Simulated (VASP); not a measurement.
# TaN (P-6m2) in VASP: notebook

TaN is run at these levels: LDA; tasks: vibrations by perturbation theory.

All numbers are computed with VASP 6.6.1; they aren't measurements. Logs are shortened: lines on timing, memory, paths and dates and some standing lists are left out, and cuts for length are marked.

## 1. The cell of the first run

Symmetry: P-6m2, No. 187, hexagonal system. Conventional cell: a = 2.910 Å, b = 2.910 Å, c = 2.853 Å, α = 90.00°, β = 90.00°, γ = 120.00°. Within 2.9 Å of Ta (site symmetry -6m2) lie 6 N at 2.20 Å and 2 Ta at 2.85 Å. Within 2.9 Å of N (site symmetry -6m2) lie 6 Ta at 2.20 Å and 2 N at 2.85 Å.

## 2. Vibrations by perturbation theory, LDA

INCAR reads:

```
PREC = Accurate
ENCUT = 520
EDIFF = 1E-8
ISMEAR = -1
SIGMA = 0.15
LREAL = F
LASPH = T
NELM = 60
ALGO = Normal
ISIF = 2
LWAVE = F
LCHARG = T
NBANDS = 15
IBRION = 8
NSW = 1
```

KPOINTS reads:

```
Automatic mesh
0
Gamma
  18 18 14
```

POSCAR reads:

```
TaN
1.0
    2.9096091577      0.0000000000      0.0000000000
   -1.4548045789      2.5197954457      0.0000000000
    0.0000000000      0.0000000000      2.8530281456
Ta N
1 1
Direct
    0.3333333333      0.6666666667      0.5000000000
    0.0000000000      0.0000000000      0.0000000000
```

Potentials or basis: VASP PAW LDA potentials, release 64 (Ta_pv, N).

Started as:

```console
> cat potpaw_LDA.64/Ta_pv/POTCAR potpaw_LDA.64/N/POTCAR > POTCAR
> mpirun -np 1 vasp_std > vasp.out
```

OUTCAR:

```text
PREC = Accurate
   ENCUT = 520
   EDIFF = 1E-8
   ISMEAR = -1
   LREAL = F
   LASPH = T
   NELM = 60
   ISIF = 2
   IBRION = 8
   NSW = 1

 ion  position               nearest neighbor table
   1  0.333  0.667  0.500-   2 2.20   2 2.20   2 2.20   2 2.20   2 2.20   2 2.20
   2  0.000  0.000  0.000-   1 2.20   1 2.20   1 2.20   1 2.20   1 2.20   1 2.20

  LATTYP: Found a hexagonal cell.
 ALAT       =     2.9096091577
 C/A-ratio  =     0.9805537414

  Lattice vectors:

 A1 = (   2.9096091577,   0.0000000000,   0.0000000000)
 A2 = (  -1.4548045789,   2.5197954457,   0.0000000000)
 A3 = (   0.0000000000,   0.0000000000,   2.8530281456)

Analysis of symmetry for initial positions (statically):
=====================================================================
 Subroutine PRICEL returns:
 Original cell was already a primitive cell.

 Routine SETGRP: Setting up the symmetry group for a
 hexagonal supercell.

 Subroutine GETGRP returns: Found 12 space group operations
 (whereof 12 operations were pure point group operations)
 out of a pool of 24 trial point group operations.

The static configuration has the point symmetry D_3h.

Analysis of symmetry for dynamics (positions and initial velocities):
=====================================================================
 Subroutine PRICEL returns:
 Original cell was already a primitive cell.

 Routine SETGRP: Setting up the symmetry group for a
 hexagonal supercell.

 Subroutine GETGRP returns: Found 12 space group operations
 (whereof 12 operations were pure point group operations)
 out of a pool of 24 trial point group operations.

The dynamic configuration has the point symmetry D_3h.

 Subroutine INISYM returns: Found 12 space group operations
 (whereof 12 operations are pure point group operations),
 and found     1 'primitive' translations

----------------------------------------------------------------------------------------

                                     Primitive cell

  volume of cell :      20.9173

  direct lattice vectors                    reciprocal lattice vectors
     2.909609158  0.000000000  0.000000000     0.343688773  0.198428805  0.000000000
    -1.454804579  2.519795446  0.000000000     0.000000000  0.396857611  0.000000000
     0.000000000  0.000000000  2.853028146     0.000000000  0.000000000  0.350504779

  length of vectors
     2.909609158  2.909609158  2.853028146     0.396857611  0.396857611  0.350504779

  position of ions in fractional coordinates (direct lattice)
     0.333333333  0.666666667  0.500000000
     0.000000000  0.000000000  0.000000000

  ion indices of the primitive-cell ions
   primitive index   ion index
                 1           1
                 2           2

----------------------------------------------------------------------------------------

 KPOINTS: Automatic mesh

Automatic generation of k-mesh.
 Grid dimensions read from file:
 generate k-points for:   18   18   14

 Generating k-lattice:

  Cartesian coordinates                     Fractional coordinates (reciprocal lattice)
     0.019093821  0.011023823  0.000000000     0.055555556  0.000000000  0.000000000
     0.000000000  0.022047645  0.000000000     0.000000000  0.055555556  0.000000000
     0.000000000  0.000000000  0.025036056     0.000000000  0.000000000  0.071428571

  Length of vectors
     0.022047645  0.022047645  0.025036056

  Shift w.r.t. Gamma in fractional coordinates (k-lattice)
     0.000000000  0.000000000  0.000000000

 Subroutine IBZKPT returns following result:
 ===========================================

 Found    296 irreducible k-points:

 Following reciprocal coordinates:
            Coordinates               Weight
  0.000000  0.000000  0.000000      1.000000
  0.055556  0.000000  0.000000      6.000000
  0.111111  0.000000  0.000000      6.000000
  0.166667  0.000000  0.000000      6.000000
  0.222222  0.000000  0.000000      6.000000
  0.277778  0.000000  0.000000      6.000000
[... 16 lines left out ...]
  0.333333  0.111111  0.000000     12.000000
  0.388889  0.111111  0.000000     12.000000
 [... further k-points ...]
   k-points           NKPTS =    296   k-points in BZ     NKDIM =    296   number of bands    NBANDS=     15
   number of dos      NEDOS =    301   number of ions     NIONS =      2
   total plane-waves  NPLWV =  13824
   dimension x,y,z NGX =    24 NGY =   24 NGZ =   24
   dimension x,y,z NGXF=    48 NGYF=   48 NGZF=   48
   ions per type =               1   1
   NGX,Y,Z   is equivalent  to a cutoff of  13.71, 13.71, 13.98 a.u.
   NGXF,Y,Z  is equivalent  to a cutoff of  27.43, 27.43, 27.97 a.u.
 SYSTEM =  unknown system
   PREC   = accura    normal or accurate (medium, high low for compatibility)
   ISTART =      0    job   : 0-new  1-cont  2-samecut
   ICHARG =      2    charge: 1-file 2-atom 10-const
   ISPIN  =      1    spin polarized calculation?
   LNONCOLLINEAR =      F non collinear calculations
   LSORBIT =      F    spin-orbit coupling
   LASPH  =      T    aspherical Exc in radial PAW
   ENCUT  =  520.0 eV  38.22 Ry    6.18 a.u.   5.41  5.41  5.30*2*pi/ulx,y,z
   NELM   =     60;   NELMIN=  2; NELMDL= -5     # of ELM steps
   EDIFF  = 0.1E-07   stopping-criterion for ELM
   LREAL  =      F    real-space projection
   EDIFFG = 0.1E-06   stopping-criterion for IOM
   NSW    =      1    number of steps for IOM
   IBRION =      8    ionic relax: 0-MD 1-quasi-New 2-CG
   NFREE  =      0    steps in history (QN), initial steepest desc. (CG)
   ISIF   =      2    stress and relaxation
   ISYM   =      2    0-nonsym 1-usesym 2-fastsym
   POTIM  = 0.5000    time-step for ionic-motion
   TEBEG  =    0.0;   TEEND  =   0.0 temperature during run
   PSTRESS=    0.0 pullay stress
   NELECT =      16.0000    total number of electrons
   NUPDOWN=      -1.0000    fix difference up-down
   EMIN   =  10.00;   EMAX   =-10.00  energy-range for DOS
   EFERMI =   0.00;   METHOD = LEGACY
   ISMEAR =    -1;   SIGMA  =   0.15  broadening in eV -4-tet -1-fermi 0-gaus
   EFERMI_NEDOS =   21; number of points for ismear=-14 and -15
   IALGO  =     38    algorithm
   IMIX   =      4    mixing-type and parameters
     AMIX     =   0.40;   BMIX     =  1.00
     AMIX_MAG =   1.60;   BMIX_MAG =  1.00
  volume/ion in A,a.u.               =      10.46        70.58
  Fermi-wavevector in a.u.,A,eV,Ry     =   1.497199  2.829296 30.498880  2.241604
  Thomas-Fermi vector in A             =   2.609118
   LORBIT       =      0    0 simple, 1 ext, 2 COOP (PROOUT), +10 PAW based schemes
   GGA     = CA    functional components
   LHFCALC =     F    Hartree Fock is set to
   AEXX    =    0.0000 exact exchange contribution
   IVDW    =     0    specifies the selected vdW correction
   LEPSILON=     F    determine dielectric tensor
   LRPA    =     F    only Hartree local field effects (RPA)
 non-spin polarized calculation
  energy-cutoff  :      520.00
  volume of cell :       20.92
 maximum number of plane-waves:       593
 NGX is ok and might be reduce to    24
   NGX = 11   NGY = 11   NGZ = 11

--------------------------------------- Ionic step        1  -------------------------------------------

 number of electron      16.0000000 magnetization

 Free energy of the ion-electron system (eV)
  ---------------------------------------------------
  ext. energy  EPLUGINS =         0.00000000
  ---------------------------------------------------
  free energy    TOTEN  =       -24.72178421 eV

  energy without entropy =      -24.71097693  energy(sigma->0) =      -24.71638057

 E-fermi :   8.4709     XC(G=0): -13.7433

 val. band max:        8.4483057293   @ k =   0.0556   0.0000   0.4286
 cond. band min:       8.5180471254   @ k =   0.0000   0.0000   0.3571
 fundamental gap:      0.0697413961
 Fermi energy:         8.4709300464

 k-point     1 :       0.0000    0.0000    0.0000
  band No.  band energies     occupation
      1     -26.1128      2.00000
      2     -25.8324      2.00000
      3     -25.8324      2.00000
      4      -9.3345      2.00000
      5       3.7475      2.00000
      6       3.7475      2.00000
      7       4.0932      2.00000
      8       5.5277      2.00000
      9      11.0184      0.00000
     10      12.1558      0.00000
     11      12.1558      0.00000
     12      12.5387      0.00000
     13      12.5387      0.00000
     14      20.9287      0.00000
[... 401 lines left out ...]
      2     -26.1763      2.00000
      3     -25.9480      2.00000
      4      -6.8541      2.00000
      5       0.2275      2.00000
      6       3.1677      2.00000
      7       4.1126      2.00000
      8       6.0914      2.00000
      9      10.7719      0.00000
     10      11.6193      0.00000
     11      13.1986      0.00000
     12      14.6665      0.00000
     13      17.4344      0.00000
     14      20.8297      0.00000
     15      21.0984      0.00000

 [... further k-points ...]
[... 5 lines left out ...]
  --------------------------------------------------------------------------------------
  -------------------------------------------------------------------------------------
  Total        0.1220301      0.1220301      0.1495321     -0.0000000     -0.0000000      0.0000000
  in kB        9.3469824      9.3469824     11.4535224     -0.0000000     -0.0000000      0.0000000
  external PRESSURE =      10.0491624 kB  Pullay stress =       0.0000000 kB

 VOLUME and BASIS-vectors are now :
 -----------------------------------------------------------------------------
  energy-cutoff  :      520.00
  volume of cell :       20.92
      direct lattice vectors                 reciprocal lattice vectors
     2.909609158  0.000000000  0.000000000     0.343688773  0.198428805  0.000000000
    -1.454804579  2.519795446  0.000000000     0.000000000  0.396857611  0.000000000
     0.000000000  0.000000000  2.853028146     0.000000000  0.000000000  0.350504779

 POSITION                                       TOTAL-FORCE (eV/Angst)
 -----------------------------------------------------------------------------------
     -0.00000      1.67986      1.42651        -0.000000      0.000000      0.000000
      0.00000      0.00000      0.00000         0.000000      0.000000      0.000000
 -----------------------------------------------------------------------------------
    total drift:                                0.000000     -0.000000     -0.000000

  FREE ENERGIE OF THE ION-ELECTRON SYSTEM (eV)
  ---------------------------------------------------
  free  energy   TOTEN  =       -24.7217842066 eV

  energy  without entropy=      -24.7109769261  energy(sigma->0) =      -24.71638057

[... ionic steps 2 to 3 ...]

--------------------------------------- Ionic step        4  -------------------------------------------

------------------------ aborting loop because EDIFF is reached ----------------------------------------
[... 11 lines left out ...]
[... ionic steps 8 to 8 ...]

--------------------------------------- Ionic step        9  -------------------------------------------

 Free energy of the ion-electron system (eV)
  ---------------------------------------------------
  ---------------------------------------------------
  free energy    TOTEN  =        -0.23114658 eV

  energy without entropy =       -0.23114657

------------------------ aborting loop because EDIFF is reached ----------------------------------------

 INTERNAL STRAIN TENSOR  FOR ION    2  DIRECTION 3   (eV/Angst):
 -----------------------------------------------------------------------------
     0.00330 -0.00000  0.00000
     0.00000  0.00330 -0.00000
     0.00000  0.00000  0.00931

 INTERNAL STRAIN TENSOR FOR ION    2 for displacements in x,y,z  (eV/Angst):
          X           Y           Z          XY          YZ          ZX
  --------------------------------------------------------------------------------
  x     0.00000    -0.00000     0.00000    -2.79858     0.00000     0.00000
  y    -2.79858     2.79858    -0.00000    -0.00000     0.00000     0.00000
  z     0.00000     0.00000     0.00000     0.00000     0.00000    -0.00000

 SECOND DERIVATIVES (NOT SYMMETRIZED)
 ------------------------------------
               1X          1Y          1Z          2X          2Y          2Z
  1X   -14.059354    0.000000    0.000000   14.059354   -0.000000    0.000000
  1Y     0.000000  -14.059354    0.000000   -0.000000   14.059354    0.000000
  1Z     0.000000    0.000000  -15.521414    0.000000   -0.000000   15.521414
  2X    14.062006   -0.000000    0.000000  -14.062006    0.000000    0.000000
  2Y    -0.000000   14.062006    0.000000    0.000000  -14.062006    0.000000
  2Z    -0.000000    0.000000   15.531021    0.000000    0.000000  -15.531021

 Eigenvectors and eigenvalues of the dynamical matrix
 ----------------------------------------------------

   1 f  =   17.090122 THz   107.380405 2PiTHz  570.065115 cm-1    70.679035 meV
             X         Y         Z           dx          dy          dz
     -0.000000  1.679864  1.426514     0.000000    0.000000   -0.267913
      0.000000  0.000000  0.000000    -0.000000   -0.000000    0.963443
[... 21 lines left out ...]
   6 f/i=    0.001365 THz     0.008575 2PiTHz    0.045522 cm-1     0.005644 meV
             X         Y         Z           dx          dy          dz
     -0.000000  1.679864  1.426514    -0.000000   -0.000000    0.963443
      0.000000  0.000000  0.000000    -0.000000   -0.000000    0.267913

--------------------------------------------------------------------------------------------------------

 ELASTIC MODULI CONTR FROM IONIC RELAXATION (kBar)
 Direction    XX          YY          ZZ          XY          YZ          ZX
 --------------------------------------------------------------------------------
 XX         -26.3235     26.3235     -0.0000      0.0000     -0.0000     -0.0000
 YY          26.3235    -26.3235      0.0000      0.0000      0.0000      0.0000
 ZZ          -0.0000      0.0000     -0.0000      0.0000      0.0000     -0.0000
 XY           0.0000      0.0000      0.0000    -26.3235     -0.0000     -0.0000
 YZ          -0.0000      0.0000      0.0000     -0.0000     -0.0000      0.0000
 ZX          -0.0000      0.0000     -0.0000     -0.0000      0.0000     -0.0000
 --------------------------------------------------------------------------------
```

Run time: 8.7 min. Hardware: 1 thread of Intel Xeon 6975P-C (Granite Rapids), shared host; peak memory 0.89 GiB.

What came out:

* Highest phonon frequency at Γ, LO-TO splitting left out: 570 cm⁻¹

Phonon frequencies in cm⁻¹ (negative: imaginary):
```
              q point        frequencies
(0.000, 0.000, 0.000)  0 0 0 542 542 570
```

Caveat: the cell wasn't relaxed at this level first, which shifts response properties; spin-orbit coupling is left out, which moves the levels of the heavy elements.

## 3. Vibrations by perturbation theory, LDA

This run uses another cell than the first one, of 10.25 Å³/atom, 0.980 times its volume.

INCAR reads:

```
PREC = Accurate ; ENCUT = 520
EDIFF = 1E-8 ; ISMEAR = -1
SIGMA = 0.15 ; LREAL = F
LASPH = T ; NELM = 60
ALGO = Normal ; ISIF = 2
LWAVE = F ; LCHARG = F
GGA = CA ; IBRION = 8
NSW = 1
```

KPOINTS is that of step 2.

POSCAR reads:

```
TaN
1.0
    2.8886139281      0.0000000000      0.0000000000
   -1.4443069641      2.5016130435      0.0000000000
    0.0000000000      0.0000000000      2.8363044280
Ta N
1 1
Direct
    0.3333333333      0.6666666667      0.5000000000
    0.0000000000      0.0000000000      0.0000000000
```

Potentials or basis: VASP PAW LDA potentials, release 64 (Ta_pv, N).

Started as:

```console
> cat potpaw_LDA.64/Ta_pv/POTCAR potpaw_LDA.64/N/POTCAR > POTCAR
> mpirun -np 1 vasp_std > vasp.out
```

OUTCAR:

```text
PREC = Accurate
   ENCUT = 520
   EDIFF = 1E-8
   ISMEAR = -1
   LREAL = F
   LASPH = T
   NELM = 60
   ISIF = 2
   GGA = CA
   IBRION = 8
   NSW = 1

 ion  position               nearest neighbor table
   1  0.333  0.667  0.500-   2 2.19   2 2.19   2 2.19   2 2.19   2 2.19   2 2.19
   2  0.000  0.000  0.000-   1 2.19   1 2.19   1 2.19   1 2.19   1 2.19   1 2.19

  LATTYP: Found a hexagonal cell.
 ALAT       =     2.8886139281
 C/A-ratio  =     0.9818911418

  Lattice vectors:

[... 625 lines left out ...]
               1X          1Y          1Z          2X          2Y          2Z
  1X   -15.033538    0.000000    0.000000   15.033538   -0.000000    0.000000
  1Y     0.000000  -15.033538    0.000000   -0.000000   15.033538    0.000000
  1Z    -0.000000   -0.000000  -16.956221    0.000000    0.000000   16.956221
  2X    15.037042   -0.000000    0.000000  -15.037042    0.000000    0.000000
  2Y    -0.000000   15.037042    0.000000    0.000000  -15.037042    0.000000
  2Z     0.000000    0.000000   16.964444   -0.000000   -0.000000  -16.964444

 Eigenvectors and eigenvalues of the dynamical matrix
 ----------------------------------------------------

   1 f  =   17.861465 THz   112.226892 2PiTHz  595.794330 cm-1    73.869049 meV
             X         Y         Z           dx          dy          dz
     -0.000000  1.667742  1.418152    -0.000000   -0.000000   -0.267930
      0.000000  0.000000  0.000000     0.000000   -0.000000    0.963438
[... 21 lines left out ...]
   6 f/i=    0.001118 THz     0.007023 2PiTHz    0.037282 cm-1     0.004622 meV
             X         Y         Z           dx          dy          dz
     -0.000000  1.667742  1.418152     0.000000    0.000000   -0.963438
      0.000000  0.000000  0.000000     0.000000    0.000000   -0.267930

--------------------------------------------------------------------------------------------------------

 ELASTIC MODULI CONTR FROM IONIC RELAXATION (kBar)
 Direction    XX          YY          ZZ          XY          YZ          ZX
 --------------------------------------------------------------------------------
 XX         -48.9213     48.9213     -0.0000      0.0000     -0.0000     -0.0000
 YY          48.9213    -48.9213      0.0000      0.0000      0.0000      0.0000
 ZZ          -0.0000      0.0000     -0.0000      0.0000     -0.0000     -0.0000
 XY           0.0000      0.0000      0.0000    -48.9213     -0.0000     -0.0000
 YZ          -0.0000      0.0000     -0.0000     -0.0000     -0.0000      0.0000
 ZX          -0.0000      0.0000     -0.0000     -0.0000      0.0000     -0.0000
 --------------------------------------------------------------------------------
```

OSZICAR:

```text
N       E                     dE             d eps       ncg     rms          rms(c)
DAV:   1     0.872278246989E+02    0.87228E+02   -0.93084E+03  7104   0.142E+03
DAV:   2    -0.238279313135E+02   -0.11106E+03   -0.10529E+03  8160   0.337E+02
[... 86 lines left out ...]
RMM:   7    -0.231691512567E+00    0.84617E-05   -0.79318E-06 19140   0.390E-03    0.467E-04
RMM:   8    -0.231694690913E+00   -0.31783E-05   -0.35276E-06 20675   0.132E-03    0.231E-04
RMM:   9    -0.231693440482E+00    0.12504E-05   -0.50515E-07 19935   0.426E-04    0.244E-05
RMM:  10    -0.231693090299E+00    0.35018E-06   -0.68751E-08 21280   0.144E-04    0.127E-05
RMM:  11    -0.231693160338E+00   -0.70039E-07   -0.14753E-08 20574   0.402E-05    0.322E-06
RMM:  12    -0.231693161002E+00   -0.66410E-09    0.81953E-10 20696   0.140E-05    0.961E-07
 Linear response finished
```

stdout:

```text
POSCAR found type information on POSCAR TaN
 POSCAR found :  2 types and       2 ions
 scaLAPACK will be used
 LDA part: xc-table for (Slater(with rela. corr.)+CA(PZ))
 , standard interpolation
 POSCAR, INCAR and KPOINTS ok, starting setup
 FFT: planning ... GRIDC
 FFT: planning ... GRID_SOFT
 FFT: planning ... GRID
 WAVECAR not read
 entering main loop
 Linear response reoptimize wavefunctions to high precision
 Linear response DOF=           4
 Linear response progress:
 first order change of Fermi-energy  -0.25104E-04
 force on displaced ion       1 direction 1 : -15.034   0.001   0.000
 Linear response progress:
 first order change of Fermi-energy  -0.12882E-02
 force on displaced ion       1 direction 3 :  -0.000  -0.000 -16.956
 Linear response progress:
 first order change of Fermi-energy   0.14039E-04
 force on displaced ion       2 direction 1 : -15.037   0.001   0.000
 Linear response progress:
 first order change of Fermi-energy   0.50646E-04
 force on displaced ion       2 direction 3 :   0.000   0.000 -16.964
 Linear response finished
```

Wall time 15 min (1 thread of Intel Xeon Platinum 8259CL at 2.50GHz (Skylake/Cascade Lake), shared host); peak memory 0.77 GiB.

Results:

```
Highest phonon frequency at Γ, LO-TO splitting left out : 596 cm⁻¹
```

Phonon frequencies in cm⁻¹ (negative: imaginary):
```
              q point        frequencies
(0.000, 0.000, 0.000)  0 0 0 561 561 596
```

Caveat: the cell wasn't relaxed at this level first, which shifts response properties; spin-orbit coupling is left out, which moves the levels of the heavy elements.
